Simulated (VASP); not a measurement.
Input of a VASP 6.6.1 run:

The input INCAR:

```
SYSTEM = Fe
PREC = Accurate ; ENCUT = 520
EDIFF = 1E-6 ; ISMEAR = -1
SIGMA = 0.05 ; LREAL = .False.
LASPH = .True. ; NELM = 150
ALGO = Fast ; ISIF = 2
LWAVE = .False. ; LCHARG = .False.
ISPIN = 2 ; MAGMOM = 3
LORBIT = 11 ; LMAXMIX = 4
GGA = PE ; NBANDS = 14
```

File KPOINTS:

```
regular mesh
0
Gamma
  13 13 13
  0 0 0
```

POSCAR

```
Fe
1.0
   -1.4234976093      1.4234976093      1.4234976093
    1.4234976093     -1.4234976093      1.4234976093
    1.4234976093      1.4234976093     -1.4234976093
Fe
1
Direct
    0.0000000000      0.0000000000      0.0000000000
```

Potentials or basis: VASP PAW PBE potentials, release 64 (Fe).

Run with:

```sh
$ cat potpaw_PBE.64/Fe/POTCAR > POTCAR
$ mpirun -np 1 vasp_std > vasp.out
```

(1) Predict the net moment.

(2) Estimate the site moments.

(3) What does it give for the pressure?

Answers

(1) 2.16 μB per cell.

(2) Fe +2.17 μB.

(3) -4.0 GPa.
